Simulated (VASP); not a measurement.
# Si (P-1) in VASP: settings compared

Aim: see how the results for Si move with the level of theory and the settings. Levels: PBE-based screened hybrid with 25 % exact exchange, HSE06. Tasks: single point.

Everything below comes from runs of VASP 6.6.1. Logs are shortened: lines on timing, memory, paths and dates and some standing lists are left out, and cuts for length are marked.

## (1) The cell of the first run

The typed cell holds 1 atom: a = 2.765 Å, b = 2.307 Å, c = 2.655 Å, α = 60.64°, β = 73.23°, γ = 67.05°.

## (2) Single point, PBE-based screened hybrid with 25 % exact exchange

The input, POSCAR:

```
Si
1.0
   -0.3815112600      1.9002978700      1.9720425700
    1.6960999500      0.0269397800      1.5635915300
    1.9685575700      1.7643044500     -0.2455178400
Si
1
Direct
    0.0000000000      0.0000000000      0.0000000000
```

The input, INCAR.step1:

```
SYSTEM = Si
ALGO = Normal
EDIFF = 1E-5
ENCUT = 520
GGA = PE
ISIF = 2
ISMEAR = -1
LASPH = .True.
LREAL = .False.
LWAVE = .True.
NBANDS = 8
NELM = 80
PREC = Accurate
SIGMA = 0.05
```

The input, INCAR.step2:

```
SYSTEM = Si
AEXX = 0.25
ALGO = Normal
EDIFF = 1E-6
ENCUT = 520
GGA = PE
HFSCREEN = 0.15
ISIF = 2
ISMEAR = -1
ISTART = 1
LASPH = .True.
LCHARG = .True.
LELF = .True.
LHFCALC = .True.
LREAL = .False.
LVHAR = .True.
LWAVE = .False.
NBANDS = 8
NELM = 80
PREC = Accurate
PRECFOCK = Normal
SIGMA = 0.05
```

The input, KPOINTS:

```
k-points
0
Gamma
  5 7 6
  0 0 0
```

Potentials or basis: VASP PAW PBE potentials, release 64 (Si).

Started as:

```
$ cat potpaw_PBE.64/Si/POTCAR > POTCAR
$ cp INCAR.step1 INCAR
$ mpirun -np 1 vasp_std > vasp.out
$ cp INCAR.step2 INCAR
$ mpirun -np 1 vasp_std > vasp.out
```

OUTCAR:

```text
SYSTEM = Si
   AEXX = 0.25
   EDIFF = 1E-6
   ENCUT = 520
   GGA = PE
   HFSCREEN = 0.15
   ISIF = 2
   ISMEAR = -1
   ISTART = 1
   LASPH = .True.
   LHFCALC = .True.
   LREAL = .False.
   NELM = 80
   PREC = Accurate
   PRECFOCK = Normal

 ion  position               nearest neighbor table
   1  0.000  0.000  0.000-

  LATTYP: Found a triclinic cell.
 ALAT       =     2.7650740920
 B/A-ratio  =     1.3174845192
 C/A-ratio  =     0.8343396297
 COS(alpha) =     0.0199651101
 COS(beta)  =     0.3899607428
 COS(gamma) =     0.7222828227

  Lattice vectors:

 A1 = (   0.3815112600,  -1.9002978700,  -1.9720425700)
 A2 = (   0.1090536400,  -3.6376625400,  -0.1629332000)
 A3 = (  -1.6960999500,  -0.0269397800,  -1.5635915300)

Analysis of symmetry for initial positions (statically):
=====================================================================
 Subroutine PRICEL returns:
 Original cell was already a primitive cell.

 Routine SETGRP: Setting up the symmetry group for a
 triclinic supercell.

 Subroutine GETGRP returns: Found  2 space group operations
 (whereof  2 operations were pure point group operations)
 out of a pool of  2 trial point group operations.

The static configuration has the point symmetry S_2 .

Analysis of symmetry for dynamics (positions and initial velocities):
=====================================================================
 Subroutine PRICEL returns:
 Original cell was already a primitive cell.

 Routine SETGRP: Setting up the symmetry group for a
 triclinic supercell.

 Subroutine GETGRP returns: Found  2 space group operations
 (whereof  2 operations were pure point group operations)
 out of a pool of  2 trial point group operations.

The dynamic configuration has the point symmetry S_2 .

 Subroutine INISYM returns: Found  2 space group operations
 (whereof  2 operations are pure point group operations),
 and found     1 'primitive' translations

----------------------------------------------------------------------------------------

                                     Primitive cell

  volume of cell :      13.4921

  direct lattice vectors                    reciprocal lattice vectors
    -0.381511260  1.900297870  1.972042570    -0.204954549  0.258999321  0.217861257
     1.696099950  0.026939780  1.563591530     0.292455791 -0.280787548  0.327150725
     1.968557570  1.764304450 -0.245517840     0.216286933  0.292119932 -0.239649484

  length of vectors
     2.765074092  2.307010894  2.654857455     0.395664685  0.520960300  0.435368772

  position of ions in fractional coordinates (direct lattice)
     0.000000000  0.000000000  0.000000000

  ion indices of the primitive-cell ions
   primitive index   ion index
                 1           1

----------------------------------------------------------------------------------------

 KPOINTS: k-points

Automatic generation of k-mesh.
 Grid dimensions read from file:
 generate k-points for:    5    7    6

 Generating k-lattice:

  Cartesian coordinates                     Fractional coordinates (reciprocal lattice)
    -0.040990910  0.051799864  0.043572251     0.200000000 -0.000000000  0.000000000
     0.041779399 -0.040112507  0.046735818     0.000000000  0.142857143  0.000000000
     0.036047822  0.048686655 -0.039941581    -0.000000000 -0.000000000  0.166666667

  Length of vectors
     0.079132937  0.074422900  0.072561462

  Shift w.r.t. Gamma in fractional coordinates (k-lattice)
     0.000000000  0.000000000  0.000000000

 Subroutine IBZKPT returns following result:
 ===========================================

 Found    106 irreducible k-points:

 Following reciprocal coordinates:
            Coordinates               Weight
  0.000000  0.000000  0.000000      1.000000
  0.200000 -0.000000  0.000000      2.000000
  0.400000 -0.000000 -0.000000      2.000000
  0.000000  0.142857  0.000000      2.000000
  0.200000  0.142857  0.000000      2.000000
  0.400000  0.142857 -0.000000      2.000000
[... 16 lines left out ...]
 -0.200000  0.000000  0.166667      2.000000
  0.000000  0.142857  0.166667      2.000000
 [... further k-points ...]
   k-points           NKPTS =    106   k-points in BZ     NKDIM =    210   number of bands    NBANDS=      8
   number of dos      NEDOS =    301   number of ions     NIONS =      1
   total plane-waves  NPLWV =   8640
   dimension x,y,z NGX =    24 NGY =   18 NGZ =   20
   dimension x,y,z NGXF=    48 NGYF=   36 NGZF=   40
   ions per type =               1
   NGX,Y,Z   is equivalent  to a cutoff of  14.43, 12.97, 12.52 a.u.
   NGXF,Y,Z  is equivalent  to a cutoff of  28.86, 25.94, 25.05 a.u.
 SYSTEM =  Si
   PREC   = accura    normal or accurate (medium, high low for compatibility)
   ISTART =      1    job   : 0-new  1-cont  2-samecut
   ICHARG =      0    charge: 1-file 2-atom 10-const
   ISPIN  =      1    spin polarized calculation?
   LNONCOLLINEAR =      F non collinear calculations
   LSORBIT =      F    spin-orbit coupling
   LASPH  =      T    aspherical Exc in radial PAW
   ENCUT  =  520.0 eV  38.22 Ry    6.18 a.u.   5.14  4.29  4.94*2*pi/ulx,y,z
   NELM   =     80;   NELMIN=  2; NELMDL=  0     # of ELM steps
   EDIFF  = 0.1E-05   stopping-criterion for ELM
   LREAL  =      F    real-space projection
   EDIFFG = 0.1E-04   stopping-criterion for IOM
   NSW    =      0    number of steps for IOM
   IBRION =     -1    ionic relax: 0-MD 1-quasi-New 2-CG
   NFREE  =      0    steps in history (QN), initial steepest desc. (CG)
   ISIF   =      2    stress and relaxation
   ISYM   =      3    0-nonsym 1-usesym 2-fastsym
   POTIM  = 0.5000    time-step for ionic-motion
   TEBEG  =    0.0;   TEEND  =   0.0 temperature during run
   PSTRESS=    0.0 pullay stress
   NELECT =       4.0000    total number of electrons
   NUPDOWN=      -1.0000    fix difference up-down
   EMIN   =  10.00;   EMAX   =-10.00  energy-range for DOS
   EFERMI =   0.00;   METHOD = LEGACY
   ISMEAR =    -1;   SIGMA  =   0.05  broadening in eV -4-tet -1-fermi 0-gaus
   EFERMI_NEDOS =   21; number of points for ismear=-14 and -15
   IALGO  =     38    algorithm
   IMIX   =      1    mixing-type and parameters
     AMIX     =   0.40;   BMIX     =  1.00
     AMIX_MAG =   1.60;   BMIX_MAG =  1.00
  volume/ion in A,a.u.               =      13.49        91.05
  Fermi-wavevector in a.u.,A,eV,Ry     =   1.091612  2.062848 16.212937  1.191617
  Thomas-Fermi vector in A             =   2.227861
   LORBIT       =      0    0 simple, 1 ext, 2 COOP (PROOUT), +10 PAW based schemes
   GGA     = PE    functional components
   LHFCALC =     T    Hartree Fock is set to
   PRECFOCK=normal    Normal, Fast or Accurate (Low or Medium for compatibility)
   ENCUT4O =  -1.0   cutoff for four orbital integrals eV
   NKREDX  =     1    reduce k-point grid by
   NKREDY  =     1    reduce k-point grid by
   NKREDZ  =     1    reduce k-point grid by
   AEXX    =    0.2500 exact exchange contribution
   HFSCREEN=    0.1500 screening length (either q_TF or 0.3 A-1)
   HFSCREENC=   0.1500 screening length for correlation (either q_TF or 0.3 A-1)
   ENCUTFOCK=  -1.0 apply spherical cutoff to Coloumb kernel
   IVDW    =     0    specifies the selected vdW correction
   LEPSILON=     F    determine dielectric tensor
   LRPA    =     F    only Hartree local field effects (RPA)
 non-spin polarized calculation
  energy-cutoff  :      520.00
  volume of cell :       13.49
 maximum number of plane-waves:       374
 NGX is ok and might be reduce to    24
  NGX = 16; NGY = 14; NGZ = 16

 number of electron       4.0000000 magnetization

 Free energy of the ion-electron system (eV)
  ---------------------------------------------------
  ext. energy  EPLUGINS =         0.00000000
  ---------------------------------------------------
  free energy    TOTEN  =        -5.59338576 eV

  energy without entropy =       -5.59175144  energy(sigma->0) =       -5.59256860

 E-fermi :  11.1522     XC(G=0):  -9.2746

 val. band max:       10.9123778847   @ k =   0.4000  -0.2857   0.1667
 cond. band min:      11.2137356454   @ k =   0.2000  -0.4286   0.3333
 fundamental gap:      0.3013577606
 Fermi energy:        11.1522003180

 k-point     1 :       0.0000    0.0000    0.0000
  band No.  band energies     occupation
      1      -6.2259      2.00000
      2      17.5290      0.00000
      3      18.6390      0.00000
      4      22.3990      0.00000
      5      23.0606      0.00000
      6      30.3329      0.00000
      7      31.0022      0.00000
      8      32.7233      0.00000

 k-point     2 :       0.2000   -0.0000    0.0000
  band No.  band energies     occupation
      1      -5.2628      2.00000
      2       9.8828      2.00000
      3      22.1700      0.00000
      4      23.9986      0.00000
      5      26.4413      0.00000
      6      28.4530      0.00000
      7      30.4458      0.00000
      8      32.1669      0.00000

 k-point     3 :       0.4000   -0.0000   -0.0000
  band No.  band energies     occupation
      1      -2.5388      2.00000
      2       3.2563      2.00000
      3      23.2430      0.00000
      4      24.6890      0.00000
      5      27.2469      0.00000
      6      28.7707      0.00000
      7      30.0556      0.00000
      8      31.3284      0.00000

 k-point     4 :       0.0000    0.1429    0.0000
  band No.  band energies     occupation
      1      -5.3436      2.00000
      2      16.2508      0.00000
      3      19.4924      0.00000
      4      21.0418      0.00000
      5      24.3376      0.00000
      6      26.5628      0.00000
      7      28.5608      0.00000
      8      30.5050      0.00000

 k-point     5 :       0.2000    0.1429    0.0000
  band No.  band energies     occupation
      1      -4.9199      2.00000
      2      12.8754      0.00000
      3      18.6958      0.00000
      4      23.4520      0.00000
      5      25.5449      0.00000
      6      26.8743      0.00000
      7      28.6221      0.00000
      8      30.8304      0.00000
[... 177 lines left out ...]
 k-point    22 :      -0.4000    0.0000    0.1667
  band No.  band energies     occupation
      1      -1.3586      2.00000
      2       3.5194      2.00000
      3      16.1368      0.00000
      4      24.3739      0.00000
      5      26.1260      0.00000
      6      27.4285      0.00000
      7      32.0077      0.00000
      8      34.3891      0.00000

 k-point    23 :      -0.2000    0.0000    0.1667
  band No.  band energies     occupation
      1      -4.2165      2.00000
      2       9.7659      2.00000
      3      14.6043      0.00000
      4      25.5762      0.00000
      5      27.7752      0.00000
      6      30.4679      0.00000
      7      31.7887      0.00000
      8      32.8060      0.00000

 k-point    24 :       0.0000    0.1429    0.1667
  band No.  band energies     occupation
      1      -5.2435      2.00000
      2      15.4865      0.00000
      3      18.4438      0.00000
      4      21.2564      0.00000
      5      23.9411      0.00000
      6      26.6216      0.00000
      7      28.7268      0.00000
      8      31.0043      0.00000

 [... further k-points ...]

------------------------ aborting loop because EDIFF is reached ----------------------------------------

  FORCE on cell =-STRESS in cart. coord.  units (eV):
  Direction    XX          YY          ZZ          XY          YZ          ZX
  --------------------------------------------------------------------------------------
  -------------------------------------------------------------------------------------
  Total        1.3928968      0.1729991      1.2741764      0.0013188     -0.5482445      0.9527719
  in kB      165.4056076     20.5435319    151.3076351      0.1566096    -65.1036831    113.1410559
  external PRESSURE =     112.4189249 kB  Pullay stress =       0.0000000 kB

 VOLUME and BASIS-vectors are now :
 -----------------------------------------------------------------------------
  energy-cutoff  :      520.00
  volume of cell :       13.49
      direct lattice vectors                 reciprocal lattice vectors
    -0.381511260  1.900297870  1.972042570    -0.204954549  0.258999321  0.217861257
     1.696099950  0.026939780  1.563591530     0.292455791 -0.280787548  0.327150725
     1.968557570  1.764304450 -0.245517840     0.216286933  0.292119932 -0.239649484

 POSITION                                       TOTAL-FORCE (eV/Angst)
 -----------------------------------------------------------------------------------
      0.00000      0.00000      0.00000         0.000000      0.000000      0.000000
 -----------------------------------------------------------------------------------
    total drift:                                0.000000     -0.000000      0.000000

  FREE ENERGIE OF THE ION-ELECTRON SYSTEM (eV)
  ---------------------------------------------------
  free  energy   TOTEN  =        -5.5933857617 eV

  energy  without entropy=       -5.5917514384  energy(sigma->0) =       -5.59256860
```

It took 11 min on 1 thread of AMD EPYC 7R43 (Zen 3), shared host; peak memory 0.19 GiB.

What came out:

```
Free energy            : -5.5934 eV
Pressure               : 11.2 GPa
Band gap on the k mesh : zero (bands 2 and 3 overlap by 9.16 eV)
```

Stress tensor (GPa, compression positive):
```
16.54  0.02 11.31
 0.02  2.05 -6.51
11.31 -6.51 15.13
```

Caveat: the k points lie up to 0.50 Å⁻¹ apart, too coarse for converged energies and pressures of a metal; the PAW data sets were made with another functional, which shifts forces and pressure a little.

(Continued in part 2 of 2.)
